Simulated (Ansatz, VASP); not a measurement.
**Two plane-wave programs on Zn**

Contents of INCAR:

```
SYSTEM = Zn
PREC = Accurate
ENCUT = 600
EDIFF = 1E-6
ISMEAR = -1
SIGMA = 0.05
LREAL = .FALSE.
LASPH = .TRUE.
NELM = 80
ALGO = Fast
ISIF = 3
LWAVE = .FALSE.
LCHARG = .FALSE.
GGA = PE
IBRION = 2
NSW = 60
EDIFFG = -0.01
```

The input KPOINTS:

```
regular mesh
0
G
  12 12 12
  0 0 0
```

POSCAR

```
Zn
1.0
    0.0000000000      1.9647760000      1.9647760000
    1.9647760000      0.0000000000      1.9647760000
    1.9647760000      1.9647760000      0.0000000000
Zn
1
Direct
    0.0000000000      0.0000000000      0.0000000000
```

input.yaml

```yaml
crystal:
  lattice:
    - [0.0, 1.964776, 1.964776]
    - [1.964776, 0.0, 1.964776]
    - [1.964776, 1.964776, 0.0]
  atoms:
    - { symbol: Zn, position: [0.0, 0.0, 0.0] }
hamiltonian:
  xc: pbe
  pseudopotentials: { kind: paw }
kpoints:
  mp_grid: { grid: [12, 12, 12] }
scf:
  occupations: { method: fermi_dirac, width: 0.05 }
output:
  forces: true
  stress: true
  eigenvalues: true
relax:
  f_tol: 0.01
  max_steps: 40
  cell: { stress_tol: 0.05 }
```

Alike in both runs: task relaxation of cell and atoms; functional PBE; k mesh 12 × 12 × 12; occupations fermi-dirac, width 0.05 eV; no spin polarisation.

|  | VASP | Ansatz |
| --- | --- | --- |
| version | VASP 6.6.1 | Ansatz 0.2.0 |
| potentials or method | VASP PAW PBE potentials, release 64 (Zn) | Ansatz PAW |
| plane-wave cutoff (eV) | 600 | 420 |
| valence electrons in the cell | 12 | 12 |

|  | VASP | Ansatz | Ansatz less VASP |
| --- | --- | --- | --- |
| gap on the k mesh at the Fermi level, each at its own relaxed structure (eV) | none | none | - |
| relaxed volume (Å³/atom) | 15.17 | 15.13 | -0.039 |
| relaxed cell length with the largest relative difference (Å) | 2.779 | 2.776 | -0.0024 |

A gap of «none» marks a metal or a gap that the smearing closes.

Noted on VASP's run: the relaxation stopped at its first step, so nothing moved. Noted on Ansatz's run: the plane-wave basis is chosen anew once the cell has moved, so the energies of steps on either side of that aren't comparable.
